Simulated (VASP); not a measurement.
Set up this calculation in VASP 6.6.1, as the native input.

```
Task                   : single point
Functional             : r2SCAN
Potentials or basis    : VASP PAW PBE potentials, release 64 (Zr_sv, O)
Cutoff                 : 660 eV
k mesh                 : 8 × 8 × 8
Occupations            : fermi-dirac, width 0.02 eV
Spin                   : no spin polarisation
Dipole correction      : no
Further INCAR settings : ALGO = Normal; EDIFF = 1e-06; NBANDS = 19
```

ZrO2:

```
CELL_PARAMETERS angstrom
0.00000 2.54471 2.54471
2.54471 0.00000 2.54471
2.54471 2.54471 0.00000
ATOMIC_POSITIONS crystal
Zr 0.00000 0.00000 0.00000
O 0.75000 0.75000 0.75000
O 0.25000 0.25000 0.25000
```

The input as run:

POSCAR

```
ZrO2
1.0
    0.0000000000      2.5447130569      2.5447130569
    2.5447130569      0.0000000000      2.5447130569
    2.5447130569      2.5447130569      0.0000000000
Zr O
1 2
Direct
    0.0000000000      0.0000000000      0.0000000000
    0.7500000000      0.7500000000      0.7500000000
    0.2500000000      0.2500000000      0.2500000000
```

INCAR.step1

```
SYSTEM = ZrO2
PREC     = Accurate       ! precision mode
ENCUT    = 660            ! plane-wave cutoff, eV
ISMEAR   = -1             ! smearing method
SIGMA    = 0.02           ! smearing width, eV
LREAL    = .False.        ! projectors in reciprocal space
LASPH    = .True.         ! aspherical terms in the spheres
NELM     = 120            ! most SCF steps
NBANDS   = 19             ! bands
GGA      = PE             ! functional
ALGO     = Normal         ! electronic algorithm
EDIFF    = 1E-5           ! SCF threshold, eV
LWAVE    = .True.         ! write WAVECAR
LCHARG   = .False.        ! write CHGCAR
GGA_COMPAT= .False.
```

INCAR.step2

```
SYSTEM = ZrO2
PREC     = Accurate       ! precision mode
ENCUT    = 660            ! plane-wave cutoff, eV
EDIFF    = 1E-6           ! SCF threshold, eV
ISMEAR   = -1             ! smearing method
SIGMA    = 0.02           ! smearing width, eV
LREAL    = .False.        ! projectors in reciprocal space
LASPH    = .True.         ! aspherical terms in the spheres
NELM     = 120            ! most SCF steps
ALGO     = Normal         ! electronic algorithm
ISIF     = 2              ! what is computed and relaxed
LWAVE    = .False.        ! write WAVECAR
LCHARG   = .False.        ! write CHGCAR
METAGGA  = R2SCAN         ! meta-GGA
LMIXTAU  = .True.       
NBANDS   = 19             ! bands
ISTART   = 1            
GGA_COMPAT= .False.
```

KPOINTS

```
Automatic mesh
0
Gamma
  8 8 8
  0 0 0
```

Potentials or basis: VASP PAW PBE potentials, release 64 (Zr_sv, O).

Run with:

```sh
$ cat potpaw_PBE.64/Zr_sv/POTCAR potpaw_PBE.64/O/POTCAR > POTCAR
$ cp INCAR.step1 INCAR
$ mpirun -np 1 vasp_std > vasp.out
$ cp INCAR.step2 INCAR
$ mpirun -np 1 vasp_std > vasp.out
```

It gave:

| Item | Value |
| --- | --- |
| Pressure | 0.0 GPa |
| Band gap on the k mesh | 3.87 eV (least direct gap 4.28 eV) |

Caveat: the PAW data sets were made with another functional, which shifts forces and pressure a little.

Run time: 52 s on 1 thread of Intel(R) Xeon(R) 6975P-C (Granite Rapids), with other jobs on the host, peak memory 0.18 GiB.
